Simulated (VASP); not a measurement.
# TiCd (P4/nmm) in VASP: further runs, part 2 of 2

VASP 6.6.1. The steps go on from the part before.

## (4) Single point, LDA

This run uses another cell than the first one, of 17.51 Å³/atom.

Contents of INCAR:

```
SYSTEM = TiCd
PREC = Accurate ; ENCUT = 520
EDIFF = 1E-6 ; ISMEAR = -1
SIGMA = 0.15 ; LREAL = .False.
LASPH = .True. ; NELM = 100
ALGO = Fast ; ISIF = 2
LWAVE = .False. ; LCHARG = .False.
GGA = CA ; NBANDS = 32
```

Contents of KPOINTS:

```
Automatic mesh
0
Gamma
  14 14 6
  0 0 0
```

Contents of POSCAR:

```
TiCd
1.0
    2.8285718668      0.0000000000      0.0000000000
    0.0000000000      2.8285718668      0.0000000000
    0.0000000000      0.0000000000      8.7544283389
Ti Cd
2 2
Direct
    0.0000000000      0.5000000000      0.6113778688
    0.5000000000      0.0000000000      0.3886221312
    0.0000000000      0.5000000000      0.1328780991
    0.5000000000      0.0000000000      0.8671219009
```

Potentials or basis: VASP PAW LDA potentials, release 64 (Ti_sv, Cd).

Launch:

```bash
$ cat potpaw_LDA.64/Ti_sv/POTCAR potpaw_LDA.64/Cd/POTCAR > POTCAR
$ mpirun -np 1 vasp_std > vasp.out
```

OUTCAR:

```text
SYSTEM = TiCd
   PREC = Accurate
   ENCUT = 520
   EDIFF = 1E-6
   ISMEAR = -1
   LREAL = .False.
   LASPH = .True.
   NELM = 100
   ISIF = 2
   GGA = CA

 ion  position               nearest neighbor table
   1  0.000  0.500  0.611-   2 2.79   2 2.79   2 2.79   2 2.79   4 3.00   4 3.00   4 3.00   4 3.00

   2  0.500  0.000  0.389-   1 2.79   1 2.79   1 2.79   1 2.79   3 3.00   3 3.00   3 3.00   3 3.00

   3  0.000  0.500  0.133-   2 3.00   2 3.00   2 3.00   2 3.00   4 3.07   4 3.07   4 3.07   4 3.07

   4  0.500  0.000  0.867-   1 3.00   1 3.00   1 3.00   1 3.00   3 3.07   3 3.07   3 3.07   3 3.07

  LATTYP: Found a simple tetragonal cell.
 ALAT       =     2.8285718668
 C/A-ratio  =     3.0949994383

  Lattice vectors:

 A1 = (   2.8285718668,   0.0000000000,   0.0000000000)
 A2 = (   0.0000000000,   2.8285718668,   0.0000000000)
 A3 = (   0.0000000000,   0.0000000000,   8.7544283389)

Analysis of symmetry for initial positions (statically):
=====================================================================
 Subroutine PRICEL returns:
 Original cell was already a primitive cell.

 Routine SETGRP: Setting up the symmetry group for a
 simple tetragonal supercell.

 Subroutine GETGRP returns: Found 16 space group operations
 (whereof  8 operations were pure point group operations)
 out of a pool of 16 trial point group operations.

The static configuration has the point symmetry D_2d.
 The point group associated with its full space group is D_4h.

Analysis of symmetry for dynamics (positions and initial velocities):
=====================================================================
 Subroutine PRICEL returns:
 Original cell was already a primitive cell.

 Routine SETGRP: Setting up the symmetry group for a
 simple tetragonal supercell.

[... 124 lines left out ...]
   ISMEAR =    -1;   SIGMA  =   0.15  broadening in eV -4-tet -1-fermi 0-gaus
   EFERMI_NEDOS =   21; number of points for ismear=-14 and -15
   IALGO  =     68    algorithm
   IMIX   =      4    mixing-type and parameters
     AMIX     =   0.40;   BMIX     =  1.00
     AMIX_MAG =   1.60;   BMIX_MAG =  1.00
  volume/ion in A,a.u.               =      17.51       118.17
  Fermi-wavevector in a.u.,A,eV,Ry     =   1.443337  2.727512 28.343964  2.083223
  Thomas-Fermi vector in A             =   2.561756
   LORBIT       =      0    0 simple, 1 ext, 2 COOP (PROOUT), +10 PAW based schemes
   GGA     = CA    functional components
   LHFCALC =     F    Hartree Fock is set to
   AEXX    =    0.0000 exact exchange contribution
   IVDW    =     0    specifies the selected vdW correction
   LEPSILON=     F    determine dielectric tensor
   LRPA    =     F    only Hartree local field effects (RPA)
 non-spin polarized calculation
 RMM-DIIS sequential band-by-band and
  energy-cutoff  :      520.00
  volume of cell :       70.04
 maximum number of plane-waves:      1936
 NGX is ok and might be reduce to    24
   NGX = 11   NGY = 11   NGZ = 33

 number of electron      48.0000000 magnetization

 Free energy of the ion-electron system (eV)
  ---------------------------------------------------
  ext. energy  EPLUGINS =         0.00000000
  ---------------------------------------------------
  free energy    TOTEN  =       -20.63089957 eV

  energy without entropy =      -20.43352714  energy(sigma->0) =      -20.53221336

 E-fermi :   5.9907     XC(G=0): -12.1286

 val. band max:        5.9897778709   @ k =   0.4286   0.0000   0.1667
 cond. band min:       5.9971972489   @ k =   0.4286   0.0000   0.0000
 fundamental gap:      0.0074193780
 Fermi energy:         5.9907314511

 k-point     1 :       0.0000    0.0000    0.0000
  band No.  band energies     occupation
      1     -50.1026      2.00000
      2     -49.9696      2.00000
      3     -26.8953      2.00000
      4     -26.5149      2.00000
      5     -26.5149      2.00000
      6     -26.4578      2.00000
[... 829 lines left out ...]
     31       8.9645      0.00000
     32       9.2135      0.00000

 [... further k-points ...]

------------------------ aborting loop because EDIFF is reached ----------------------------------------

  FORCE on cell =-STRESS in cart. coord.  units (eV):
  Direction    XX          YY          ZZ          XY          YZ          ZX
  --------------------------------------------------------------------------------------
  -------------------------------------------------------------------------------------
  Total        0.3720851      0.3720851      0.3517017      0.0000000      0.0000000      0.0000000
  in kB        8.5111975      8.5111975      8.0449394      0.0000000      0.0000000      0.0000000
  external PRESSURE =       8.3557782 kB  Pullay stress =       0.0000000 kB

 VOLUME and BASIS-vectors are now :
 -----------------------------------------------------------------------------
  energy-cutoff  :      520.00
  volume of cell :       70.04
      direct lattice vectors                 reciprocal lattice vectors
     2.828571867  0.000000000  0.000000000     0.353535299  0.000000000  0.000000000
     0.000000000  2.828571867  0.000000000     0.000000000  0.353535299  0.000000000
     0.000000000  0.000000000  8.754428339     0.000000000  0.000000000  0.114227904

 POSITION                                       TOTAL-FORCE (eV/Angst)
 -----------------------------------------------------------------------------------
      0.00000      1.41429      5.35226        -0.000000      0.000000     -0.030389
      1.41429      0.00000      3.40216        -0.000000      0.000000      0.030389
      0.00000      1.41429      1.16327        -0.000000      0.000000      0.012365
      1.41429      0.00000      7.59116         0.000000     -0.000000     -0.012365
 -----------------------------------------------------------------------------------
    total drift:                                0.000000      0.000000      0.000000

  FREE ENERGIE OF THE ION-ELECTRON SYSTEM (eV)
  ---------------------------------------------------
  free  energy   TOTEN  =       -20.6308995701 eV

  energy  without entropy=      -20.4335271426  energy(sigma->0) =      -20.53221336
```

OSZICAR:

```text
N       E                     dE             d eps       ncg     rms          rms(c)
DAV:   1     0.567216381592E+03    0.56722E+03   -0.24666E+04  9216   0.178E+03
DAV:   2     0.267201372571E+02   -0.54050E+03   -0.52186E+03  9512   0.524E+02
DAV:   3    -0.209066626637E+02   -0.47627E+02   -0.46349E+02 14736   0.143E+02
[... 31 lines left out ...]
RMM:  35    -0.206308944572E+02   -0.22832E-05   -0.19969E-05  9208   0.199E-02    0.331E-02
RMM:  36    -0.206308961245E+02   -0.16674E-05   -0.16703E-05  9506   0.186E-02    0.336E-02
RMM:  37    -0.206308971341E+02   -0.10096E-05   -0.13065E-05  8709   0.170E-02    0.338E-02
RMM:  38    -0.206308988233E+02   -0.16892E-05   -0.11656E-05  9388   0.161E-02    0.344E-02
RMM:  39    -0.206308995701E+02   -0.74682E-06   -0.93995E-06  8504   0.149E-02
   1 F= -.20630900E+02 E0= -.20532213E+02  d E =-.197372E+00
```

stdout:

```text
POSCAR found type information on POSCAR TiCd
 POSCAR found :  2 types and       4 ions
 scaLAPACK will be used
 LDA part: xc-table for (Slater(with rela. corr.)+CA(PZ))
 , standard interpolation
 POSCAR, INCAR and KPOINTS ok, starting setup
 FFT: planning ... GRIDC
 FFT: planning ... GRID_SOFT
 FFT: planning ... GRID
 WAVECAR not read
 entering main loop
WARNING in EDDRMM: call to ZHEGV failed, returncode =   6  3     12
WARNING in EDDRMM: call to ZHEGV failed, returncode =   6  3     22
WARNING in EDDRMM: call to ZHEGV failed, returncode =   8  4     11
WARNING in EDDRMM: call to ZHEGV failed, returncode =   8  4      3
WARNING in EDDRMM: call to ZHEGV failed, returncode =   8  4     26
WARNING in EDDRMM: call to ZHEGV failed, returncode =   6  3     14
WARNING in EDDRMM: call to ZHEGV failed, returncode =   6  3     12
WARNING in EDDRMM: call to ZHEGV failed, returncode =   8  4     31
WARNING in EDDRMM: call to ZHEGV failed, returncode =   6  3     12
WARNING in EDDRMM: call to ZHEGV failed, returncode =   8  4      3
[... 10 lines left out ...]
WARNING in EDDRMM: call to ZHEGV failed, returncode =   8  4     10
WARNING in EDDRMM: call to ZHEGV failed, returncode =   6  3     18
WARNING in EDDRMM: call to ZHEGV failed, returncode =   6  3     18
WARNING in EDDRMM: call to ZHEGV failed, returncode =   6  3     25
WARNING in EDDRMM: call to ZHEGV failed, returncode =   6  3      6
WARNING in EDDRMM: call to ZHEGV failed, returncode =   8  4     30
WARNING in EDDRMM: call to ZHEGV failed, returncode =   8  4      5
WARNING in EDDRMM: call to ZHEGV failed, returncode =   6  3     32
WARNING in EDDRMM: call to ZHEGV failed, returncode =   6  3     32
WARNING in EDDRMM: call to ZHEGV failed, returncode =   8  4     32
```

It took 18 min on 1 thread of Intel Xeon Platinum 8488C (Sapphire Rapids), shared host; peak memory 0.38 GiB.

What came out:

```yaml
Free_energy: -20.6309 eV
Pressure: 0.8 GPa
Largest_force: 0.030 eV/Å
Band_gap_on_the_k_mesh: zero (bands 24 and 25 overlap by 0.90 eV)
```

Forces in eV/Å, atoms in the order of the input:
```
Ti   0.000  0.000 -0.030
Ti   0.000  0.000  0.030
Cd   0.000  0.000  0.012
Cd   0.000  0.000 -0.012
```

Levels at points of the mesh, in eV from the Fermi level:
```csv
k point,band 22,band 23,band 24,band 25,band 26,band 27
"(0.00, 0.00, 0.00)",-1.99,-1.52,-0.23,-0.03,1.36,1.36
"(0.50, 0.00, 0.00)",-2.43,-0.92,-0.92,0.29,0.29,1.18
"(0.50, 0.50, 0.00)",-1.47,0.80,0.80,0.99,0.99,2.24
"(0.00, 0.00, 0.50)",-2.65,-1.52,-0.90,-0.03,1.37,1.37
"(0.50, 0.00, 0.50)",-2.01,-1.48,-1.48,0.29,0.29,1.19
"(0.50, 0.50, 0.50)",-1.22,-0.32,-0.32,2.22,2.22,2.93
```

## (5) Overview

```tsv
cell	further INCAR settings	gap on the mesh (eV)	pressure (GPa)	largest force (eV/Å)
a = 2.811, b = 2.811, c = 8.688 Å, 4 atoms, atomic positions A	ALGO = Fast; EDIFF = 1e-07; NBANDS = 32	none	2.9	0.03
a = 2.846, b = 2.846, c = 8.821 Å, 4 atoms, atomic positions B	ALGO = Fast; EDIFF = 1e-06; NBANDS = 32	none	-1.3	0.03
a = 2.829, b = 2.829, c = 8.754 Å, 4 atoms, atomic positions A	ALGO = Fast; EDIFF = 1e-06; NBANDS = 32	none	0.8	0.03
```

Alike in all rows: task single point; level LDA; potentials or basis VASP PAW LDA potentials, release 64 (Ti_sv, Cd); no spin polarisation; k mesh 14 × 14 × 6; cutoff (eV) 520; smearing fermi-dirac 0.15 eV.

Absolute energies hang on the potentials; compare differences alone.
